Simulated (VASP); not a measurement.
A run of VASP 6.6.1 is set up as follows.

File INCAR:

```
PREC = Accurate
ENCUT = 500
EDIFF = 1E-7
ISMEAR = 0
SIGMA = 0.1
LREAL = False
LASPH = True
NELM = 120
ALGO = Normal
ISIF = 3
LWAVE = False
LCHARG = False
GGA = PS
IBRION = 2
NSW = 90
EDIFFG = -0.04
GGA_COMPAT = False
NELMIN = 4
```

Contents of KPOINTS:

```
regular mesh
0
Gamma
  9 9 6
```

The input POSCAR:

```
B
1.0
    2.2130123495      0.0000000000      0.0000000000
   -1.1065061747      1.9165249135      0.0000000000
    0.0000000000      0.0000000000      3.5918362432
B
2
Direct
    0.3333333333      0.6666666667      0.2500000000
    0.6666666667      0.3333333333      0.7500000000
```

Potentials or basis: VASP PAW PBE potentials, release 64 (B).

The run is started by

```bash
$ cat potpaw_PBE.64/B/POTCAR > POTCAR
$ mpirun -np 1 vasp_std > vasp.out
```

(1) Predict the relaxed volume.

(2) Predict the space group after relaxing (to 0.1 Å).

(3) Estimate the band gap on the k mesh.

(4) Predict the relaxed cell.

## Answers

(1) 7.70 Å³/atom.

(2) P6_3/mmc (No. 194).

(3) zero (bands 3 and 4 overlap by 9.97 eV).

(4) a = 1.702 Å, b = 1.702 Å, c = 6.137 Å, α = 90.00°, β = 90.00°, γ = 120.00°.

Caveat: the k points lie up to 0.47 Å⁻¹ apart in the final cell, too coarse for converged energies and pressures of a metal; a cell axis changed by over 15 % at a fixed basis, so the end point is rough; the PAW data sets were made with another functional, which shifts forces and pressure a little.
